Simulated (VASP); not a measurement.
# Sc (Im-3m) in VASP: a series of runs

The runs below take Sc through single point, with RPBE.

Everything below comes from runs of VASP 6.6.1. Logs are shortened: lines on timing, memory, paths and dates and some standing lists are left out, and cuts for length are marked.

### 1 The cell of the first run

It takes space group Im-3m (No. 229, cubic). Conventional cell: a = 3.729 Å, b = 3.729 Å, c = 3.729 Å, α = 90.00°, β = 90.00°, γ = 90.00°. Within 4.2 Å of Sc (site symmetry m-3m) lie 14 Sc at 3.23 to 3.73 Å.

### 2 Single point, RPBE

Input file INCAR:

```
SYSTEM = Sc
PREC = Accurate ; ENCUT = 520
EDIFF = 1E-6 ; ISMEAR = -1
SIGMA = 0.1 ; LREAL = .False.
LASPH = .True. ; NELM = 80
ALGO = Normal ; ISIF = 2
LWAVE = .False. ; LCHARG = .False.
GGA = RP ; NBANDS = 12
```

Input file KPOINTS:

```
regular mesh
0
Gamma
  13 13 13
  0 0 0
```

Input file POSCAR:

```
Sc
1.0
   -1.8646437122      1.8646437122      1.8646437122
    1.8646437122     -1.8646437122      1.8646437122
    1.8646437122      1.8646437122     -1.8646437122
Sc
1
Direct
    0.0000000000      0.0000000000      0.0000000000
```

Potentials or basis: VASP PAW PBE potentials, release 64 (Sc_sv).

On the command line:

```
cat potpaw_PBE.64/Sc_sv/POTCAR > POTCAR
mpirun -np 1 vasp_std > vasp.out
```

OUTCAR:

```text
SYSTEM = Sc
   PREC = Accurate
   ENCUT = 520
   EDIFF = 1E-6
   ISMEAR = -1
   LREAL = .False.
   LASPH = .True.
   NELM = 80
   ISIF = 2
   GGA = RP

 ion  position               nearest neighbor table
   1  0.000  0.000  0.000-

  LATTYP: Found a body centered cubic cell.
 ALAT       =     3.7292874244

  Lattice vectors:

 A1 = (  -1.8646437122,   1.8646437122,   1.8646437122)
 A2 = (   1.8646437122,  -1.8646437122,   1.8646437122)
 A3 = (   1.8646437122,   1.8646437122,  -1.8646437122)

Analysis of symmetry for initial positions (statically):
=====================================================================
 Subroutine PRICEL returns:
 Original cell was already a primitive cell.

 Routine SETGRP: Setting up the symmetry group for a
 body centered cubic supercell.

 Subroutine GETGRP returns: Found 48 space group operations
 (whereof 48 operations were pure point group operations)
 out of a pool of 48 trial point group operations.

The static configuration has the point symmetry O_h .

Analysis of symmetry for dynamics (positions and initial velocities):
=====================================================================
 Subroutine PRICEL returns:
 Original cell was already a primitive cell.

 Routine SETGRP: Setting up the symmetry group for a
 body centered cubic supercell.

 Subroutine GETGRP returns: Found 48 space group operations
 (whereof 48 operations were pure point group operations)
 out of a pool of 48 trial point group operations.

The dynamic configuration has the point symmetry O_h .

 Subroutine INISYM returns: Found 48 space group operations
 (whereof 48 operations are pure point group operations),
 and found     1 'primitive' translations

----------------------------------------------------------------------------------------

                                     Primitive cell

  volume of cell :      25.9327

  direct lattice vectors                    reciprocal lattice vectors
    -1.864643712  1.864643712  1.864643712     0.000000000  0.268147741  0.268147741
     1.864643712 -1.864643712  1.864643712     0.268147741  0.000000000  0.268147741
     1.864643712  1.864643712 -1.864643712     0.268147741  0.268147741  0.000000000

  length of vectors
     3.229657648  3.229657648  3.229657648     0.379218173  0.379218173  0.379218173

  position of ions in fractional coordinates (direct lattice)
     0.000000000  0.000000000  0.000000000

  ion indices of the primitive-cell ions
   primitive index   ion index
                 1           1

----------------------------------------------------------------------------------------

 KPOINTS: regular mesh

Automatic generation of k-mesh.
 Grid dimensions read from file:
 generate k-points for:   13   13   13

 Generating k-lattice:

  Cartesian coordinates                     Fractional coordinates (reciprocal lattice)
     0.000000000  0.020626749  0.020626749     0.076923077  0.000000000  0.000000000
     0.020626749  0.000000000  0.020626749     0.000000000  0.076923077  0.000000000
     0.020626749  0.020626749  0.000000000     0.000000000  0.000000000  0.076923077

  Length of vectors
     0.029170629  0.029170629  0.029170629

  Shift w.r.t. Gamma in fractional coordinates (k-lattice)
     0.000000000  0.000000000  0.000000000

 Subroutine IBZKPT returns following result:
 ===========================================

 Found     84 irreducible k-points:

 Following reciprocal coordinates:
            Coordinates               Weight
  0.000000  0.000000  0.000000      1.000000
  0.076923  0.000000  0.000000     12.000000
  0.153846  0.000000  0.000000     12.000000
  0.230769  0.000000  0.000000     12.000000
  0.307692  0.000000  0.000000     12.000000
  0.384615  0.000000  0.000000     12.000000
[... 16 lines left out ...]
  0.153846  0.076923  0.076923     24.000000
  0.230769  0.076923  0.076923     24.000000
 [... further k-points ...]
   k-points           NKPTS =     84   k-points in BZ     NKDIM =     84   number of bands    NBANDS=     12
   number of dos      NEDOS =    301   number of ions     NIONS =      1
   total plane-waves  NPLWV =  13824
   dimension x,y,z NGX =    24 NGY =   24 NGZ =   24
   dimension x,y,z NGXF=    48 NGYF=   48 NGZF=   48
   ions per type =               1
   NGX,Y,Z   is equivalent  to a cutoff of  12.35, 12.35, 12.35 a.u.
   NGXF,Y,Z  is equivalent  to a cutoff of  24.71, 24.71, 24.71 a.u.
 SYSTEM =  Sc
   PREC   = accura    normal or accurate (medium, high low for compatibility)
   ISTART =      0    job   : 0-new  1-cont  2-samecut
   ICHARG =      2    charge: 1-file 2-atom 10-const
   ISPIN  =      1    spin polarized calculation?
   LNONCOLLINEAR =      F non collinear calculations
   LSORBIT =      F    spin-orbit coupling
   LASPH  =      T    aspherical Exc in radial PAW
   ENCUT  =  520.0 eV  38.22 Ry    6.18 a.u.   6.01  6.01  6.01*2*pi/ulx,y,z
   NELM   =     80;   NELMIN=  2; NELMDL= -5     # of ELM steps
   EDIFF  = 0.1E-05   stopping-criterion for ELM
   LREAL  =      F    real-space projection
   EDIFFG = 0.1E-04   stopping-criterion for IOM
   NSW    =      0    number of steps for IOM
   IBRION =     -1    ionic relax: 0-MD 1-quasi-New 2-CG
   NFREE  =      0    steps in history (QN), initial steepest desc. (CG)
   ISIF   =      2    stress and relaxation
   ISYM   =      2    0-nonsym 1-usesym 2-fastsym
   POTIM  = 0.5000    time-step for ionic-motion
   TEBEG  =    0.0;   TEEND  =   0.0 temperature during run
   PSTRESS=    0.0 pullay stress
   NELECT =      11.0000    total number of electrons
   NUPDOWN=      -1.0000    fix difference up-down
   EMIN   =  10.00;   EMAX   =-10.00  energy-range for DOS
   EFERMI =   0.00;   METHOD = LEGACY
   ISMEAR =    -1;   SIGMA  =   0.10  broadening in eV -4-tet -1-fermi 0-gaus
   EFERMI_NEDOS =   21; number of points for ismear=-14 and -15
   IALGO  =     38    algorithm
   IMIX   =      4    mixing-type and parameters
     AMIX     =   0.40;   BMIX     =  1.00
     AMIX_MAG =   1.60;   BMIX_MAG =  1.00
  volume/ion in A,a.u.               =      25.93       175.00
  Fermi-wavevector in a.u.,A,eV,Ry     =   1.230051  2.324460 20.585969  1.513026
  Thomas-Fermi vector in A             =   2.364915
   LORBIT       =      0    0 simple, 1 ext, 2 COOP (PROOUT), +10 PAW based schemes
   GGA     = RP    functional components
   LHFCALC =     F    Hartree Fock is set to
   AEXX    =    0.0000 exact exchange contribution
   IVDW    =     0    specifies the selected vdW correction
   LEPSILON=     F    determine dielectric tensor
   LRPA    =     F    only Hartree local field effects (RPA)
 non-spin polarized calculation
  energy-cutoff  :      520.00
  volume of cell :       25.93
 maximum number of plane-waves:       713
   NGX = 13   NGY = 13   NGZ = 13

 number of electron      10.9999996 magnetization

 Free energy of the ion-electron system (eV)
  ---------------------------------------------------
  ext. energy  EPLUGINS =         0.00000000
  ---------------------------------------------------
  free energy    TOTEN  =        -5.88627755 eV

  energy without entropy =       -5.80469755  energy(sigma->0) =       -5.84548755

 E-fermi :   3.6019     XC(G=0):  -9.5621

 val. band max:        3.5922804880   @ k =   0.3077   0.3077   0.0000
 cond. band min:       3.6020434691   @ k =   0.3077   0.1538   0.0769
 fundamental gap:      0.0097629811
 Fermi energy:         3.6019192597

 k-point     1 :       0.0000    0.0000    0.0000
  band No.  band energies     occupation
      1     -46.2549      2.00000
      2     -24.6231      2.00000
      3     -24.6231      2.00000
      4     -24.6231      2.00000
      5      -1.5267      2.00000
      6       5.0236      0.00000
      7       5.0236      0.00000
      8       5.0236      0.00000
      9       6.3216      0.00000
     10       6.3216      0.00000
     11      17.3469      0.00000
     12      17.3469      0.00000

 k-point     2 :       0.0769    0.0000    0.0000
  band No.  band energies     occupation
      1     -46.2520      2.00000
      2     -24.6423      2.00000
      3     -24.6292      2.00000
      4     -24.6232      2.00000
      5      -1.3758      2.00000
      6       4.9506      0.00000
      7       4.9942      0.00000
      8       5.1320      0.00000
      9       6.2394      0.00000
     10       6.3260      0.00000
     11      17.0370      0.00000
     12      17.3018      0.00000

 k-point     3 :       0.1538    0.0000    0.0000
  band No.  band energies     occupation
      1     -46.2442      2.00000
      2     -24.6952      2.00000
      3     -24.6462      2.00000
      4     -24.6233      2.00000
      5      -0.9374      2.00000
      6       4.7561      0.00002
      7       4.8485      0.00001
      8       5.4464      0.00000
      9       6.1053      0.00000
     10       6.3445      0.00000
     11      16.0404      0.00000
     12      16.9082      0.00000
[... 286 lines left out ...]
 k-point    23 :       0.1538    0.0769    0.0769
  band No.  band energies     occupation
      1     -46.2295      2.00000
      2     -24.7940      2.00000
      3     -24.6617      2.00000
      4     -24.6382      2.00000
      5       0.0092      2.00000
      6       4.3290      0.00139
      7       4.3472      0.00116
      8       6.1920      0.00000
      9       6.2776      0.00000
     10       6.3610      0.00000
     11      14.5174      0.00000
     12      15.1862      0.00000

 k-point    24 :       0.2308    0.0769    0.0769
  band No.  band energies     occupation
      1     -46.2189      2.00000
      2     -24.8538      2.00000
      3     -24.6934      2.00000
      4     -24.6397      2.00000
      5       0.8271      2.00000
      6       4.0074      0.03409
      7       4.0998      0.01367
      8       6.2490      0.00000
      9       6.4667      0.00000
     10       6.8786      0.00000
     11      12.7774      0.00000
     12      14.4291      0.00000

 [... further k-points ...]
[... 5 lines left out ...]
  --------------------------------------------------------------------------------------
  -------------------------------------------------------------------------------------
  Total        0.0025328      0.0025328      0.0025328     -0.0000000      0.0000000     -0.0000000
  in kB        0.1564788      0.1564788      0.1564788     -0.0000000      0.0000000     -0.0000000
  external PRESSURE =       0.1564788 kB  Pullay stress =       0.0000000 kB

 VOLUME and BASIS-vectors are now :
 -----------------------------------------------------------------------------
  energy-cutoff  :      520.00
  volume of cell :       25.93
      direct lattice vectors                 reciprocal lattice vectors
    -1.864643712  1.864643712  1.864643712     0.000000000  0.268147741  0.268147741
     1.864643712 -1.864643712  1.864643712     0.268147741  0.000000000  0.268147741
     1.864643712  1.864643712 -1.864643712     0.268147741  0.268147741  0.000000000

 POSITION                                       TOTAL-FORCE (eV/Angst)
 -----------------------------------------------------------------------------------
      0.00000      0.00000      0.00000        -0.000000     -0.000000     -0.000000
 -----------------------------------------------------------------------------------
    total drift:                               -0.000000      0.000000      0.000000

  FREE ENERGIE OF THE ION-ELECTRON SYSTEM (eV)
  ---------------------------------------------------
  free  energy   TOTEN  =        -5.8862775489 eV

  energy  without entropy=       -5.8046975501  energy(sigma->0) =       -5.84548755
```

Wall time 6.5 s (1 thread of Intel Xeon 6975P-C (Granite Rapids), shared host); peak memory 0.15 GiB.

What came out:

| Quantity | Value |
| --- | --- |
| Free energy | -5.8863 eV |
| Pressure | 0.0 GPa |

Levels at points of the mesh, in eV from the Fermi level:
| k point | band 1 | band 2 | band 3 | band 4 | band 5 | band 6 | band 7 | band 8 | band 9 | band 10 |
| --- | --- | --- | --- | --- | --- | --- | --- | --- | --- | --- |
| (0.00, 0.00, 0.00) | -49.86 | -28.23 | -28.23 | -28.23 | -5.13 | 1.42 | 1.42 | 1.42 | 2.72 | 2.72 |

Caveat: the PAW data sets were made with another functional, which shifts forces and pressure a little.

### 3 Single point, RPBE (volume scaled by 1.04)

Input file INCAR:

```
SYSTEM = Sc
ALGO     = Normal         ! electronic algorithm
EDIFF    = 1E-6           ! SCF threshold, eV
ENCUT    = 520            ! plane-wave cutoff, eV
GGA      = RP             ! functional
ISIF     = 2              ! what is computed and relaxed
ISMEAR   = -1             ! smearing method
LASPH    = .True.         ! aspherical terms in the spheres
LCHARG   = .False.        ! write CHGCAR
LREAL    = .False.        ! projectors in reciprocal space
LWAVE    = .False.        ! write WAVECAR
NBANDS   = 12             ! bands
NELM     = 80             ! most SCF steps
PREC     = Accurate       ! precision mode
SIGMA    = 0.1            ! smearing width, eV
```

Input file KPOINTS:

```
k-points
0
Gamma
  13 13 13
  0 0 0
```

Input file POSCAR:

```
Sc
1.0
   -1.8891813118      1.8891813118      1.8891813118
    1.8891813118     -1.8891813118      1.8891813118
    1.8891813118      1.8891813118     -1.8891813118
Sc
1
Direct
    0.0000000000      0.0000000000      0.0000000000
```

Potentials or basis: VASP PAW PBE potentials, release 64 (Sc_sv).

On the command line:

```
cat potpaw_PBE.64/Sc_sv/POTCAR > POTCAR
mpirun -np 1 vasp_std > vasp.out
```

OUTCAR:

```text
SYSTEM = Sc
   EDIFF = 1E-6
   ENCUT = 520
   GGA = RP
   ISIF = 2
   ISMEAR = -1
   LASPH = .True.
   LREAL = .False.
   NELM = 80
   PREC = Accurate

 ion  position               nearest neighbor table
   1  0.000  0.000  0.000-

  LATTYP: Found a body centered cubic cell.
 ALAT       =     3.7783626236

  Lattice vectors:

 A1 = (  -1.8891813118,   1.8891813118,   1.8891813118)
 A2 = (   1.8891813118,  -1.8891813118,   1.8891813118)
[... 538 lines left out ...]
     12      13.9069      0.00000

 [... further k-points ...]

------------------------ aborting loop because EDIFF is reached ----------------------------------------

  FORCE on cell =-STRESS in cart. coord.  units (eV):
  Direction    XX          YY          ZZ          XY          YZ          ZX
  --------------------------------------------------------------------------------------
  -------------------------------------------------------------------------------------
  Total       -0.3043678     -0.3043678     -0.3043678      0.0000000     -0.0000000      0.0000000
  in kB      -18.0812457    -18.0812457    -18.0812457      0.0000000     -0.0000000      0.0000000
  external PRESSURE =     -18.0812457 kB  Pullay stress =       0.0000000 kB

 VOLUME and BASIS-vectors are now :
 -----------------------------------------------------------------------------
  energy-cutoff  :      520.00
  volume of cell :       26.97
      direct lattice vectors                 reciprocal lattice vectors
    -1.889181312  1.889181312  1.889181312     0.000000000  0.264664909  0.264664909
     1.889181312 -1.889181312  1.889181312     0.264664909  0.000000000  0.264664909
     1.889181312  1.889181312 -1.889181312     0.264664909  0.264664909  0.000000000

 POSITION                                       TOTAL-FORCE (eV/Angst)
 -----------------------------------------------------------------------------------
      0.00000      0.00000      0.00000        -0.000000     -0.000000      0.000000
 -----------------------------------------------------------------------------------
    total drift:                                0.000000      0.000000      0.000000

  FREE ENERGIE OF THE ION-ELECTRON SYSTEM (eV)
  ---------------------------------------------------
  free  energy   TOTEN  =        -5.8808136236 eV

  energy  without entropy=       -5.7970056880  energy(sigma->0) =       -5.83890966
```

Run time: 6.5 s. Hardware: 1 thread of Intel Xeon 6975P-C (Granite Rapids), shared host; peak memory 0.15 GiB.

What came out:

```
Free energy : -5.8808 eV
Pressure    : -1.8 GPa
```

Levels at points of the mesh, in eV from the Fermi level:
| k point | band 3 | band 4 | band 5 | band 6 | band 7 | band 8 |
| --- | --- | --- | --- | --- | --- | --- |
| (0.00, 0.00, 0.00) | -28.34 | -28.34 | -5.04 | 1.37 | 1.37 | 1.37 |

Caveat: the PAW data sets were made with another functional, which shifts forces and pressure a little.

### 4 Single point, RPBE (volume scaled by 1.08)

Input file INCAR:

```
SYSTEM = Sc
ALGO     = Normal         ! electronic algorithm
EDIFF    = 1E-7           ! SCF threshold, eV
ENCUT    = 520            ! plane-wave cutoff, eV
GGA      = RP             ! functional
ISIF     = 2              ! what is computed and relaxed
ISMEAR   = -1             ! smearing method
LASPH    = .TRUE.         ! aspherical terms in the spheres
LCHARG   = .FALSE.        ! write CHGCAR
LREAL    = .FALSE.        ! projectors in reciprocal space
LWAVE    = .FALSE.        ! write WAVECAR
NBANDS   = 12             ! bands
NELM     = 60             ! most SCF steps
PREC     = Accurate       ! precision mode
SIGMA    = 0.1            ! smearing width, eV
```

Input file KPOINTS:

```
k-points
0
G
  13 13 13
  0 0 0
```

Input file POSCAR:

```
Sc
1.0
   -1.9130975382      1.9130975382      1.9130975382
    1.9130975382     -1.9130975382      1.9130975382
    1.9130975382      1.9130975382     -1.9130975382
Sc
1
Direct
    0.0000000000      0.0000000000      0.0000000000
```

On the command line:

```
cat potpaw_PBE.64/Sc_sv/POTCAR > POTCAR
mpirun -np 1 vasp_std > vasp.out
```

Run time: 14 s. Hardware: 1 thread of Intel Xeon 6975P-C (Granite Rapids), shared host; peak memory 0.17 GiB.

The run converged. Its results:

| Item | Value |
| --- | --- |
| Free energy | -5.8645 eV |
| Pressure | -3.3 GPa |

Levels at points of the mesh, in eV from the Fermi level:
```tsv
k point	band 3	band 4	band 5	band 6	band 7	band 8
(0.00, 0.00, 0.00)	-28.46	-28.46	-4.96	1.32	1.32	1.32
```

Caveat: the PAW data sets were made with another functional, which shifts forces and pressure a little.

### 5 Overview

| cell | gap on the mesh (eV) | pressure (GPa) |
| --- | --- | --- |
| a = 3.230 Å, angles 109.5°, 1 atom | none | 0.0 |
| a = 3.272 Å, angles 109.5°, 1 atom | none | -1.8 |
| a = 3.314 Å, angles 109.5°, 1 atom | none | -3.3 |

Alike in all rows: task single point; level RPBE; potentials or basis VASP PAW PBE potentials, release 64 (Sc_sv); no spin polarisation; k mesh 13 × 13 × 13; cutoff (eV) 520; smearing fermi-dirac 0.1 eV.

Caveats: the PAW data sets were made with another functional, which shifts forces and pressure a little.

Total energies depend on the potentials used, so only differences within one code and one set of settings carry meaning.
